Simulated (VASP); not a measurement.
Crystal: Li.

```
CELL_PARAMETERS angstrom
2.37564 1.37158 1.03910
-2.37564 1.37158 1.03910
0.00000 -2.74315 1.03910
ATOMIC_POSITIONS crystal
Li 0.50000 0.50000 0.50000
```

| Item | Value |
| --- | --- |
| Program | VASP 6.6.1 |
| Task | relaxation of cell and atoms |
| Functional | PBEsol |
| Potentials or basis | VASP PAW PBE potentials, release 64 (Li_sv) |
| Cutoff | 600 eV |
| k mesh | 9 × 9 × 9 |
| Occupations | gaussian, width 0.1 eV |
| Spin | no spin polarisation |

At the start: pressure -0.2 GPa; volume 20.31 Å³/atom.

Q: How do energy, volume and symmetry change on relaxing?

A: Over 5 steps the energy falls by 4.5 meV/atom and the volume is 19.83 Å³/atom (-2.4 %); space group Im-3m (No. 229, to 0.05 Å).

The path:
| step | energy change (eV) | largest force (eV/Å) | pressure (GPa) | volume (Å³) |
| --- | --- | --- | --- | --- |
| 1 | 0.0000 | 0.0000 | -0.16 | 20.31 |
| 2 | -0.0010 | 0.0000 | -0.12 | 20.25 |
| 3 | -0.0035 | 0.0000 | 0.00 | 20.07 |
| 4 | -0.0040 | 0.0000 | 0.27 | 19.67 |
| 5 | -0.0045 | 0.0000 | 0.15 | 19.83 |

Final structure:
```cif
data_structure
_symmetry_space_group_name_H-M 'P 1'
_symmetry_Int_Tables_number 1
_cell_length_a 2.9521
_cell_length_b 2.9521
_cell_length_c 2.9521
_cell_angle_alpha 109.438
_cell_angle_beta 109.438
_cell_angle_gamma 109.438
_cell_volume 19.83
loop_
_atom_site_label
_atom_site_type_symbol
_atom_site_fract_x
_atom_site_fract_y
_atom_site_fract_z
_atom_site_occupancy
Li1 Li 0.50000 0.50000 0.50000 1
```

Caveat: the cutoff is under 1.25 times the usual one of these potentials, so pressure, stress and relaxed cells hold a basis-set (Pulay) error; the PAW data sets were made with another functional, which shifts forces and pressure a little.
